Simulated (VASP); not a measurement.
Here is a VASP 6.6.1 calculation.

The input INCAR:

```
  PREC = Accurate
  ENCUT = 520
  EDIFF = 1E-6
  ISMEAR = 0
  SIGMA = 0.15
  LREAL = False
  LASPH = True
  NELM = 60
  ALGO = Normal
  ISIF = 2
  LWAVE = False
  LCHARG = False
  GGA = PS
  IVDW = 12
  NBANDS = 12
```

The input KPOINTS:

```
Automatic mesh
0
Gamma
  24 24 24
```

File POSCAR:

```
P
1.0
    1.6966986841      0.9795894420      2.7775152918
   -1.6966986841      0.9795894420      2.7775152918
    0.0000000000     -1.9591788840      2.7775152918
P
2
Direct
    0.2412943680      0.2412943680      0.2412943680
    0.7587056320      0.7587056320      0.7587056320
```

Potentials or basis: VASP PAW PBE potentials, release 64 (P).

Command:

```bash
$ cat potpaw_PBE.64/P/POTCAR > POTCAR
$ mpirun -np 1 vasp_std > vasp.out
```

Q: What does it give for the pressure?

A: 0.1 GPa.

Q: Estimate the dispersion energy per atom.

A: -0.409 eV.

Stress tensor (GPa, compression positive):
```
 0.22  0.00  0.00
 0.00  0.22  0.00
 0.00  0.00 -0.10
```

Caveat: the PAW data sets were made with another functional, which shifts forces and pressure a little.
